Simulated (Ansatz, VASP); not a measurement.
**Co: VASP beside Ansatz**

The input POSCAR:

```
Co
1.0
    2.4724010133      0.0000000000      0.0000000000
   -1.2362005067      2.1411620858      0.0000000000
    0.0000000000      0.0000000000      8.0326172545
Co
4
Direct
    0.3333333333      0.6666666667      0.1250000000
    0.6666666667      0.3333333333      0.3750000000
    0.3333333333      0.6666666667      0.6250000000
    0.6666666667      0.3333333333      0.8750000000
```

Contents of INCAR.step1:

```
PREC = Accurate ; ENCUT = 520
ISMEAR = 0 ; SIGMA = 0.05
LREAL = F ; LASPH = T
NELM = 150 ; ISPIN = 2
MAGMOM = 1.5 1.5 -1.5 -1.5 ; LMAXMIX = 4
NBANDS = 30 ; GGA = PE
ALGO = Normal ; EDIFF = 1E-4
LWAVE = T ; LCHARG = F
```

INCAR.step2

```
PREC = Accurate ; ENCUT = 520
EDIFF = 1E-6 ; ISMEAR = 0
SIGMA = 0.05 ; LREAL = F
LASPH = T ; NELM = 150
ALGO = Normal ; ISIF = 2
LWAVE = F ; LCHARG = T
ISPIN = 2 ; MAGMOM = 1.5 1.5 -1.5 -1.5
LORBIT = 11 ; LMAXMIX = 4
METAGGA = R2SCAN ; LMIXTAU = T
LELF = T ; LVHAR = T
NBANDS = 30 ; ISTART = 1
```

Contents of KPOINTS:

```
Automatic mesh
0
Gamma
  16 16 6
```

Input for Ansatz:

```yaml
crystal:
  lattice:
    - [2.4724010133, 0.0, 0.0]
    - [-1.2362005067, 2.1411620858, 0.0]
    - [0.0, 0.0, 8.0326172545]
  atoms:
    - { symbol: Co, position: [0.3333333333, 0.6666666667, 0.125], spin: 1.5 }
    - { symbol: Co, position: [0.6666666667, 0.3333333333, 0.375], spin: 1.5 }
    - { symbol: Co, position: [0.3333333333, 0.6666666667, 0.625], spin: -1.5 }
    - { symbol: Co, position: [0.6666666667, 0.3333333333, 0.875], spin: -1.5 }
basis:
  ecutwfc: 500
  ecutrho_ratio: 4
kpoints:
  mp_grid: { grid: [16, 16, 6] }
hamiltonian:
  xc: r2scan
scf:
  occupations: { method: gaussian, width: 0.05 }
  lower_state_search: "off"
output:
  forces: true
  stress: true
  eigenvalues: true
  populations: true
magnetization:
  spin_polarized: true
```

Alike in both runs: task single point; functional r2SCAN; k mesh 16 × 16 × 6; occupations gaussian, width 0.05 eV; collinear spin.

|  | VASP | Ansatz |
| --- | --- | --- |
| version | VASP 6.6.1 | Ansatz 0.2.0 |
| potentials or method | VASP PAW PBE potentials, release 64 (Co), cutoff 520 eV | scalar-relativistic, plane waves, PAW |
| valence electrons in the cell | 36 | 68 |

VASP gave:

* gap on the k mesh at the Fermi level (eV): none
* pressure (GPa): 1.2
* traceless stress, the component that is largest in VASP (GPa): 2.43
* rms of the force components (eV/Å): 0.685
* net moment per atom (μB): 0.00
* size of the moment on the site where the two differ most (μB): 1.78

Question: Which values does Ansatz return?

Answer: gap on the k mesh at the Fermi level (eV): none; pressure (GPa): 1.3; traceless stress, the component that is largest in VASP (GPa): 2.31; rms of the force components (eV/Å): 0.690; net moment per atom (μB): 0.00; size of the moment on the site where the two differ most (μB): 1.83.

VASP's potentials were made for PBE, not for r2SCAN. Site moments also hang on the region over which each program counts them. Atom by atom the forces differ by 0.005 eV/Å (rms over components). A gap of «none» marks a metal or a gap that the smearing closes. With one functional, cell and mesh, what is left measures potentials, basis and numerics. VASP's potentials hold 36 valence electrons a cell and Ansatz's 68, so a difference there can come from the potentials and not from the codes. Ansatz's warnings: stability check not made.
